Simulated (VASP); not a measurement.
# Mo (Im-3m) in VASP: a series of runs

Runs on Mo. Level: PBEsol. Tasks: single point.

All numbers are computed with VASP 6.6.1; they aren't measurements. Logs are shortened: lines on timing, memory, paths and dates and some standing lists are left out, and cuts for length are marked.

## (1) The cell of the first run

Symmetry: Im-3m, No. 229, cubic system. Conventional cell: a = 3.046 Å, b = 3.046 Å, c = 3.046 Å, α = 90.00°, β = 90.00°, γ = 90.00°. Within 3.5 Å of Mo (site symmetry m-3m) lie 14 Mo at 2.64 to 3.05 Å.

## (2) Single point, PBEsol (14.13 Å³/atom)

The input, INCAR:

```
SYSTEM = Mo
PREC = Accurate
ENCUT = 520
EDIFF = 1E-6
ISMEAR = -1
SIGMA = 0.1
LREAL = .FALSE.
LASPH = .TRUE.
NELM = 60
ALGO = Normal
ISIF = 2
LWAVE = .FALSE.
LCHARG = .FALSE.
GGA = PS
NBANDS = 13
```

The input, KPOINTS:

```
Automatic mesh
0
G
  23 23 23
  0 0 0
```

The input, POSCAR:

```
Mo
1.0
   -1.5228751975      1.5228751975      1.5228751975
    1.5228751975     -1.5228751975      1.5228751975
    1.5228751975      1.5228751975     -1.5228751975
Mo
1
Direct
    0.0000000000      0.0000000000      0.0000000000
```

Potentials or basis: VASP PAW PBE potentials, release 64 (Mo_sv).

Command:

```bash
cat potpaw_PBE.64/Mo_sv/POTCAR > POTCAR
mpirun -np 1 vasp_std > vasp.out
```

OUTCAR:

```text
SYSTEM = Mo
   PREC = Accurate
   ENCUT = 520
   EDIFF = 1E-6
   ISMEAR = -1
   LREAL = .FALSE.
   LASPH = .TRUE.
   NELM = 60
   ISIF = 2
   GGA = PS

 ion  position               nearest neighbor table
   1  0.000  0.000  0.000-

  LATTYP: Found a body centered cubic cell.
 ALAT       =     3.0457503950

  Lattice vectors:

 A1 = (  -1.5228751975,   1.5228751975,   1.5228751975)
 A2 = (   1.5228751975,  -1.5228751975,   1.5228751975)
 A3 = (   1.5228751975,   1.5228751975,  -1.5228751975)

Analysis of symmetry for initial positions (statically):
=====================================================================
 Subroutine PRICEL returns:
 Original cell was already a primitive cell.

 Routine SETGRP: Setting up the symmetry group for a
 body centered cubic supercell.

 Subroutine GETGRP returns: Found 48 space group operations
 (whereof 48 operations were pure point group operations)
 out of a pool of 48 trial point group operations.

The static configuration has the point symmetry O_h .

Analysis of symmetry for dynamics (positions and initial velocities):
=====================================================================
 Subroutine PRICEL returns:
 Original cell was already a primitive cell.

 Routine SETGRP: Setting up the symmetry group for a
 body centered cubic supercell.

 Subroutine GETGRP returns: Found 48 space group operations
 (whereof 48 operations were pure point group operations)
 out of a pool of 48 trial point group operations.

The dynamic configuration has the point symmetry O_h .

 Subroutine INISYM returns: Found 48 space group operations
 (whereof 48 operations are pure point group operations),
 and found     1 'primitive' translations

----------------------------------------------------------------------------------------

                                     Primitive cell

  volume of cell :      14.1271

  direct lattice vectors                    reciprocal lattice vectors
    -1.522875198  1.522875198  1.522875198     0.000000000  0.328326314  0.328326314
     1.522875198 -1.522875198  1.522875198     0.328326314  0.000000000  0.328326314
     1.522875198  1.522875198 -1.522875198     0.328326314  0.328326314  0.000000000

  length of vectors
     2.637697216  2.637697216  2.637697216     0.464323526  0.464323526  0.464323526

  position of ions in fractional coordinates (direct lattice)
     0.000000000  0.000000000  0.000000000

  ion indices of the primitive-cell ions
   primitive index   ion index
                 1           1

----------------------------------------------------------------------------------------

 KPOINTS: Automatic mesh

Automatic generation of k-mesh.
 Grid dimensions read from file:
 generate k-points for:   23   23   23

 Generating k-lattice:

  Cartesian coordinates                     Fractional coordinates (reciprocal lattice)
     0.000000000  0.014275057  0.014275057     0.043478261  0.000000000  0.000000000
     0.014275057  0.000000000  0.014275057     0.000000000  0.043478261  0.000000000
     0.014275057  0.014275057  0.000000000     0.000000000  0.000000000  0.043478261

  Length of vectors
     0.020187979  0.020187979  0.020187979

  Shift w.r.t. Gamma in fractional coordinates (k-lattice)
     0.000000000  0.000000000  0.000000000

 Subroutine IBZKPT returns following result:
 ===========================================

 Found    364 irreducible k-points:

 Following reciprocal coordinates:
            Coordinates               Weight
  0.000000  0.000000  0.000000      1.000000
  0.043478  0.000000  0.000000     12.000000
  0.086957  0.000000  0.000000     12.000000
  0.130435  0.000000  0.000000     12.000000
  0.173913  0.000000  0.000000     12.000000
  0.217391  0.000000  0.000000     12.000000
[... 16 lines left out ...]
  0.478261  0.043478  0.000000     24.000000
  0.086957  0.086957  0.000000     24.000000
 [... further k-points ...]
   k-points           NKPTS =    364   k-points in BZ     NKDIM =    364   number of bands    NBANDS=     13
   number of dos      NEDOS =    301   number of ions     NIONS =      1
   total plane-waves  NPLWV =   8000
   dimension x,y,z NGX =    20 NGY =   20 NGZ =   20
   dimension x,y,z NGXF=    40 NGYF=   40 NGZF=   40
   ions per type =               1
   NGX,Y,Z   is equivalent  to a cutoff of  12.61, 12.61, 12.61 a.u.
   NGXF,Y,Z  is equivalent  to a cutoff of  25.21, 25.21, 25.21 a.u.
 SYSTEM =  Mo
   PREC   = accura    normal or accurate (medium, high low for compatibility)
   ISTART =      0    job   : 0-new  1-cont  2-samecut
   ICHARG =      2    charge: 1-file 2-atom 10-const
   ISPIN  =      1    spin polarized calculation?
   LNONCOLLINEAR =      F non collinear calculations
   LSORBIT =      F    spin-orbit coupling
   LASPH  =      T    aspherical Exc in radial PAW
   ENCUT  =  520.0 eV  38.22 Ry    6.18 a.u.   4.90  4.90  4.90*2*pi/ulx,y,z
   NELM   =     60;   NELMIN=  2; NELMDL= -5     # of ELM steps
   EDIFF  = 0.1E-05   stopping-criterion for ELM
   LREAL  =      F    real-space projection
   EDIFFG = 0.1E-04   stopping-criterion for IOM
   NSW    =      0    number of steps for IOM
   IBRION =     -1    ionic relax: 0-MD 1-quasi-New 2-CG
   NFREE  =      0    steps in history (QN), initial steepest desc. (CG)
   ISIF   =      2    stress and relaxation
   ISYM   =      2    0-nonsym 1-usesym 2-fastsym
   POTIM  = 0.5000    time-step for ionic-motion
   TEBEG  =    0.0;   TEEND  =   0.0 temperature during run
   PSTRESS=    0.0 pullay stress
   NELECT =      14.0000    total number of electrons
   NUPDOWN=      -1.0000    fix difference up-down
   EMIN   =  10.00;   EMAX   =-10.00  energy-range for DOS
   EFERMI =   0.00;   METHOD = LEGACY
   ISMEAR =    -1;   SIGMA  =   0.10  broadening in eV -4-tet -1-fermi 0-gaus
   EFERMI_NEDOS =   21; number of points for ismear=-14 and -15
   IALGO  =     38    algorithm
   IMIX   =      4    mixing-type and parameters
     AMIX     =   0.40;   BMIX     =  1.00
     AMIX_MAG =   1.60;   BMIX_MAG =  1.00
  volume/ion in A,a.u.               =      14.13        95.33
  Fermi-wavevector in a.u.,A,eV,Ry     =   1.632174  3.084362 36.245824  2.663993
  Thomas-Fermi vector in A             =   2.724189
   LORBIT       =      0    0 simple, 1 ext, 2 COOP (PROOUT), +10 PAW based schemes
   GGA     = PS    functional components
   LHFCALC =     F    Hartree Fock is set to
   AEXX    =    0.0000 exact exchange contribution
   IVDW    =     0    specifies the selected vdW correction
   LEPSILON=     F    determine dielectric tensor
   LRPA    =     F    only Hartree local field effects (RPA)
 non-spin polarized calculation
  energy-cutoff  :      520.00
  volume of cell :       14.13
 maximum number of plane-waves:       394
   NGX =  9   NGY =  9   NGZ =  9

 number of electron      14.0000002 magnetization

 Free energy of the ion-electron system (eV)
  ---------------------------------------------------
  ext. energy  EPLUGINS =         0.00000000
  ---------------------------------------------------
  free energy    TOTEN  =       -11.68922465 eV

  energy without entropy =      -11.67050008  energy(sigma->0) =      -11.67986237

 E-fermi :  14.1808     XC(G=0): -14.1089

 val. band max:       14.1721547062   @ k =   0.3478   0.0870   0.0870
 cond. band min:      14.1832537715   @ k =  -0.3478   0.3478   0.2174
 fundamental gap:      0.0110990653
 Fermi energy:        14.1808357080

 k-point     1 :       0.0000    0.0000    0.0000
  band No.  band energies     occupation
      1     -47.0705      2.00000
      2     -20.0796      2.00000
      3     -20.0796      2.00000
      4     -20.0796      2.00000
      5       6.5757      2.00000
      6      12.5824      2.00000
      7      12.5824      2.00000
      8      12.5824      2.00000
      9      15.9937      0.00000
     10      15.9937      0.00000
     11      29.0957      0.00000
     12      29.0957      0.00000
     13      29.0957      0.00000

 k-point     2 :       0.0435    0.0000    0.0000
  band No.  band energies     occupation
      1     -47.0634      2.00000
      2     -20.1186      2.00000
      3     -20.0913      2.00000
      4     -20.0800      2.00000
      5       6.6711      2.00000
      6      12.5257      2.00000
      7      12.5736      2.00000
      8      12.6729      2.00000
      9      15.9032      0.00000
     10      15.9940      0.00000
     11      29.1743      0.00000
     12      29.2565      0.00000
     13      29.3137      0.00000

 k-point     3 :       0.0870    0.0000    0.0000
  band No.  band energies     occupation
      1     -47.0424      2.00000
      2     -20.2320      2.00000
      3     -20.1256      2.00000
      4     -20.0811      2.00000
      5       6.9472      2.00000
      6      12.3643      2.00000
      7      12.5390      2.00000
      8      12.9424      1.99999
      9      15.6809      0.00000
     10      15.9976      0.00000
     11      29.3870      0.00000
     12      29.7298      0.00000
     13      29.9065      0.00000

 k-point     4 :       0.1304    0.0000    0.0000
  band No.  band energies     occupation
      1     -47.0090      2.00000
      2     -20.4090      2.00000
      3     -20.1794      2.00000
      4     -20.0830      2.00000
      5       7.3714      2.00000
      6      12.1203      2.00000
      7      12.4631      2.00000
      8      13.3839      1.99931
      9      15.4432      0.00001
     10      16.0119      0.00000
     11      29.6562      0.00000
     12      30.4909      0.00000
     13      30.7023      0.00000

 k-point     5 :       0.1739    0.0000    0.0000
  band No.  band energies     occupation
      1     -46.9654      2.00000
      2     -20.6338      2.00000
      3     -20.2485      2.00000
      4     -20.0854      2.00000
      5       7.8793      2.00000
      6      11.8231      2.00000
      7      12.3610      2.00000
      8      13.9856      1.75141
      9      15.3034      0.00003
     10      16.0463      0.00000
     11      29.8315      0.00000
     12      31.4254      0.00000
     13      31.5065      0.00000
[... 257 lines left out ...]
 k-point    22 :       0.4348    0.0435    0.0000
  band No.  band energies     occupation
      1     -46.6768      2.00000
      2     -21.9654      2.00000
      3     -20.6835      2.00000
      4     -20.1168      2.00000
      5       8.2774      2.00000
      6      10.2905      2.00000
      7      15.4582      0.00001
      8      16.1443      0.00000
      9      17.0435      0.00000
     10      19.6434      0.00000
     11      26.5362      0.00000
     12      27.6361      0.00000
     13      32.9872      0.00000

 k-point    23 :       0.4783    0.0435    0.0000
  band No.  band energies     occupation
      1     -46.6692      2.00000
      2     -21.9978      2.00000
      3     -20.6946      2.00000
      4     -20.1173      2.00000
      5       8.2350      2.00000
      6      10.2564      2.00000
      7      15.7470      0.00000
      8      16.0639      0.00000
      9      17.1375      0.00000
     10      19.8726      0.00000
     11      26.4065      0.00000
     12      27.4008      0.00000
     13      32.6651      0.00000

 k-point    24 :       0.0870    0.0870    0.0000
  band No.  band energies     occupation
      1     -46.9898      2.00000
      2     -20.5077      2.00000
      3     -20.1774      2.00000
      4     -20.1180      2.00000
      5       7.6167      2.00000
      6      12.0973      2.00000
      7      12.2310      2.00000
      8      13.7258      1.97909
      9      15.2512      0.00004
     10      16.1150      0.00000
     11      29.9164      0.00000
     12      30.7789      0.00000
     13      31.0497      0.00000

 [... further k-points ...]

------------------------ aborting loop because EDIFF is reached ----------------------------------------

  FORCE on cell =-STRESS in cart. coord.  units (eV):
  Direction    XX          YY          ZZ          XY          YZ          ZX
  --------------------------------------------------------------------------------------
  -------------------------------------------------------------------------------------
  Total        2.4528205      2.4528205      2.4528205     -0.0000000      0.0000000      0.0000000
  in kB      278.1784036    278.1784036    278.1784036     -0.0000000      0.0000000      0.0000000
  external PRESSURE =     278.1784036 kB  Pullay stress =       0.0000000 kB

 VOLUME and BASIS-vectors are now :
 -----------------------------------------------------------------------------
  energy-cutoff  :      520.00
  volume of cell :       14.13
      direct lattice vectors                 reciprocal lattice vectors
    -1.522875198  1.522875198  1.522875198     0.000000000  0.328326314  0.328326314
     1.522875198 -1.522875198  1.522875198     0.328326314  0.000000000  0.328326314
     1.522875198  1.522875198 -1.522875198     0.328326314  0.328326314  0.000000000

 POSITION                                       TOTAL-FORCE (eV/Angst)
 -----------------------------------------------------------------------------------
      0.00000      0.00000      0.00000         0.000000     -0.000000      0.000000
 -----------------------------------------------------------------------------------
    total drift:                                0.000000     -0.000000     -0.000000

  FREE ENERGIE OF THE ION-ELECTRON SYSTEM (eV)
  ---------------------------------------------------
  free  energy   TOTEN  =       -11.6892246507 eV

  energy  without entropy=      -11.6705000794  energy(sigma->0) =      -11.67986237
```

Wall time 55 s (1 thread of Intel Xeon 8259CL, shared host); peak memory 0.18 GiB.

What came out:

```yaml
Free_energy: -11.6892 eV
Pressure: 27.8 GPa
Band_gap_on_the_k_mesh: zero (bands 7 and 8 overlap by 6.05 eV)
```

Caveat: the cell stands under pressure; the PAW data sets were made with another functional, which shifts forces and pressure a little.

## (3) Single point, PBEsol (14.74 Å³/atom)

This run uses another cell than the first one, of 14.74 Å³/atom.

The input, INCAR:

```
SYSTEM = Mo
ALGO = Normal
EDIFF = 1E-6
ENCUT = 520
GGA = PS
ISIF = 2
ISMEAR = -1
LASPH = .TRUE.
LCHARG = .FALSE.
LREAL = .FALSE.
LWAVE = .FALSE.
NBANDS = 13
NELM = 100
PREC = Accurate
SIGMA = 0.1
```

The input, KPOINTS:

```
k-points
0
G
  23 23 23
  0 0 0
```

The input, POSCAR:

```
Mo
1.0
   -1.5446334971      1.5446334971      1.5446334971
    1.5446334971     -1.5446334971      1.5446334971
    1.5446334971      1.5446334971     -1.5446334971
Mo
1
Direct
    0.0000000000      0.0000000000      0.0000000000
```

Potentials or basis: VASP PAW PBE potentials, release 64 (Mo_sv).

Command:

```bash
cat potpaw_PBE.64/Mo_sv/POTCAR > POTCAR
mpirun -np 1 vasp_std > vasp.out
```

It took 64 s on 1 thread of Intel Xeon 8259CL, shared host; peak memory 0.18 GiB.

It converged, with:

```yaml
Free_energy: -11.7659 eV
Pressure: 12.5 GPa
Band_gap_on_the_k_mesh: zero (bands 7 and 8 overlap by 5.70 eV)
```

Levels at points of the mesh, in eV from the Fermi level:
| k point | band 4 | band 5 | band 6 | band 7 | band 8 | band 9 | band 10 | band 11 |
| --- | --- | --- | --- | --- | --- | --- | --- | --- |
| (0.00, 0.00, 0.00) | -34.35 | -7.47 | -1.49 | -1.49 | -1.49 | 1.75 | 1.75 | 14.88 |

Caveat: the cell stands under pressure; the PAW data sets were made with another functional, which shifts forces and pressure a little.

## (4) Single point, PBEsol (15.97 Å³/atom)

This run uses another cell than the first one, of 15.97 Å³/atom.

The input, INCAR:

```
SYSTEM = Mo
PREC = Accurate
ENCUT = 520
EDIFF = 1E-6
ISMEAR = -1
SIGMA = 0.1
LREAL = .False.
LASPH = .True.
NELM = 60
ALGO = Normal
ISIF = 2
LWAVE = .False.
LCHARG = .True.
GGA = PS
LELF = .True.
LVHAR = .True.
NBANDS = 13
```

The input, KPOINTS:

```
regular mesh
0
Gamma
  23 23 23
  0 0 0
```

The input, POSCAR:

```
Mo
1.0
   -1.5864004249      1.5864004249      1.5864004249
    1.5864004249     -1.5864004249      1.5864004249
    1.5864004249      1.5864004249     -1.5864004249
Mo
1
Direct
    0.0000000000      0.0000000000      0.0000000000
```

Command:

```bash
cat potpaw_PBE.64/Mo_sv/POTCAR > POTCAR
mpirun -np 1 vasp_std > vasp.out
```

It took 68 s on 1 thread of Intel Xeon 8259CL, shared host; peak memory 0.18 GiB.

Results (log left out):

```
Free energy            : -11.7701 eV
Pressure               : -10.0 GPa
Band gap on the k mesh : zero (bands 7 and 8 overlap by 5.09 eV)
```

Levels at points of the mesh, in eV from the Fermi level:
```
           k point  band 4  band 5  band 6  band 7  band 8  band 9  band 10  band 11
(0.00, 0.00, 0.00)  -34.52   -7.20   -1.31   -1.31   -1.31    1.62     1.62    14.79
```

Caveat: the cell stands under tension; the PAW data sets were made with another functional, which shifts forces and pressure a little.

## (5) Overview

| cell | gap on the mesh (eV) | pressure (GPa) |
| --- | --- | --- |
| a = 2.638 Å, angles 109.5°, 1 atom | none | 27.8 |
| a = 2.675 Å, angles 109.5°, 1 atom | none | 12.5 |
| a = 2.748 Å, angles 109.5°, 1 atom | none | -10.0 |

Alike in all rows: task single point; level PBEsol; potentials or basis VASP PAW PBE potentials, release 64 (Mo_sv); no spin polarisation; k mesh 23 × 23 × 23; cutoff (eV) 520; smearing fermi-dirac 0.1 eV.

Caveats: the PAW data sets were made with another functional, which shifts forces and pressure a little; the cell stands under pressure (at least some runs); the cell stands under tension (at least some runs).

Total energies depend on the potentials used, so only differences within one code and one set of settings carry meaning.
